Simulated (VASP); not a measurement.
Crystal: SbPb.

```xyz
2
Lattice="0.0000 3.1612 3.1612 3.1612 0.0000 3.1612 3.1612 3.1612 0.0000" Properties=species:S:1:pos:R:3 pbc="T T T"
Sb    3.1612    3.1612    3.1612
Pb    0.0000    0.0000    0.0000
```

- Program: VASP 6.6.1
- Task: relaxation of cell and atoms
- Functional: PBEsol
- Dispersion: D3(BJ)
- Potentials or basis: VASP PAW PBE potentials, release 64 (Sb, Pb_d)
- Cutoff: 600 eV
- k mesh: 8 × 8 × 8
- Occupations: methfessel-paxton, width 0.1 eV
- Spin: no spin polarisation

At the start: pressure -3.7 GPa; volume 31.59 Å³/atom.

Task: Where does the relaxation end?

Result: Over 3 steps the energy falls by 29.4 meV/atom and the volume is 29.25 Å³/atom (-7.4 %); space group Fm-3m (No. 225, to 0.1 Å) before and after.

The path:
```
step  energy change (eV)  largest force (eV/Å)  pressure (GPa)  volume (Å³)
   1              0.0000                0.0000           -3.73        63.18
   2             -0.0482                0.0000            1.97        56.70
   3             -0.0589                0.0000            0.01        58.49
```

Final structure:
```
Sb Pb
1.0
     0.00000    3.08102    3.08102
     3.08102    0.00000    3.08102
     3.08102    3.08102    0.00000
Sb Pb
1 1
Direct
  0.50000 0.50000 0.50000
  0.00000 0.00000 0.00000
```

Caveat: the PAW data sets were made with another functional, which shifts forces and pressure a little.
